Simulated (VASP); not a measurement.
**ZnS: single point with r2SCAN**

**Experimental background.**

From “Electronic, vibrational, and thermodynamic properties of ZnS (zincblende and rocksalt structure)”, 2009, arxiv:0911.5022, for a bulk crystal of ZnS at 19 K: band gap 3.85 eV (direct).

The system is ZnS.

```
Zn S
1.0
     0.00000    2.69518    2.69518
     2.69518    0.00000    2.69518
     2.69518    2.69518    0.00000
Zn S
1 1
Direct
  0.25000 0.25000 0.25000
  0.00000 0.00000 0.00000
```

| Property | Result |
| --- | --- |
| Program | VASP 6.6.1 |
| Task | single point |
| Functional | r2SCAN |
| Potentials or basis | VASP PAW PBE potentials, release 64 (Zn, S) |
| Cutoff | 520 eV |
| k mesh | 10 × 10 × 10 |
| Occupations | fermi-dirac, width 0.02 eV |
| Spin | no spin polarisation |
| Dipole correction | no |
| Further INCAR settings | ALGO = Normal; EDIFF = 1e-06; NBANDS = 16 |

| Property | Result |
| --- | --- |
| Pressure | -0.1 GPa |
| Band gap on the k mesh | 2.71 eV, direct |

Levels at points of the mesh, in eV from the valence-band top:
```csv
k point,band 5,band 6,band 7,band 8,band 9,band 10,band 11,band 12,band 13,band 14
"(0.00, 0.00, 0.00)",-5.97,-5.97,0.00,0.00,0.00,2.71,6.90,6.90,6.90,12.31
"(0.50, 0.00, 0.00)",-5.94,-5.77,-5.45,-0.90,-0.90,3.83,7.39,7.39,9.45,12.90
"(0.50, 0.50, 0.00)",-5.89,-5.76,-4.64,-2.31,-2.31,3.71,4.48,11.82,12.88,12.88
```

Wall time 48 s on 1 thread of Intel(R) Xeon(R) 6975P-C (Granite Rapids), with other jobs on the host, peak memory 0.17 GiB.

Against the measured gap of ZnS, 3.85 eV (direct; 19 K; quoted in “Electronic, vibrational, and thermodynamic properties of ZnS (zincblende and rocksalt structure)”, 2009, arxiv:0911.5022), the calculated 2.71 eV is off by -1.14 eV. The value is that of r2SCAN, without temperature or zero-point motion.

Caveat: the PAW data sets were made with another functional, which shifts forces and pressure a little.
